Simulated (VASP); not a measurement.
A run of VASP 6.6.1:

The input POSCAR:

```
CuI
1.0
    0.0000000000      2.8860965667      2.8860965667
    2.8860965667      0.0000000000      2.8860965667
    2.8860965667      2.8860965667      0.0000000000
Cu I
1 1
Direct
    0.2500000000      0.2500000000      0.2500000000
    0.0000000000      0.0000000000      0.0000000000
```

Contents of INCAR.step1:

```
PREC = Accurate
ENCUT = 520
ISMEAR = 0
SIGMA = 0.02
LREAL = F
LASPH = T
NELM = 100
NBANDS = 16
GGA = PE
ALGO = Normal
EDIFF = 1E-4
LWAVE = T
LCHARG = F
```

INCAR.step2

```
PREC = Accurate
ENCUT = 520
EDIFF = 1E-7
ISMEAR = 0
SIGMA = 0.02
LREAL = F
LASPH = T
NELM = 100
ALGO = Normal
ISIF = 2
LWAVE = F
LCHARG = F
METAGGA = R2SCAN
LMIXTAU = T
NBANDS = 16
ISTART = 1
```

File KPOINTS:

```
Automatic mesh
0
Gamma
  8 8 8
```

Potentials or basis: VASP PAW PBE potentials, release 64 (Cu, I).

Command:

```sh
$ cat potpaw_PBE.64/Cu/POTCAR potpaw_PBE.64/I/POTCAR > POTCAR
$ cp INCAR.step1 INCAR
$ mpirun -np 1 vasp_std > vasp.out
$ cp INCAR.step2 INCAR
$ mpirun -np 1 vasp_std > vasp.out
```

Hardware: 1 thread of Intel Xeon 8259CL, with other jobs on the host.

**Question.** Estimate the wall time of this run.

**Answer.** Run time: 3 min on 1 thread of Intel Xeon 8259CL (shared host), peak memory 0.18 GiB. Counts: k points 29.
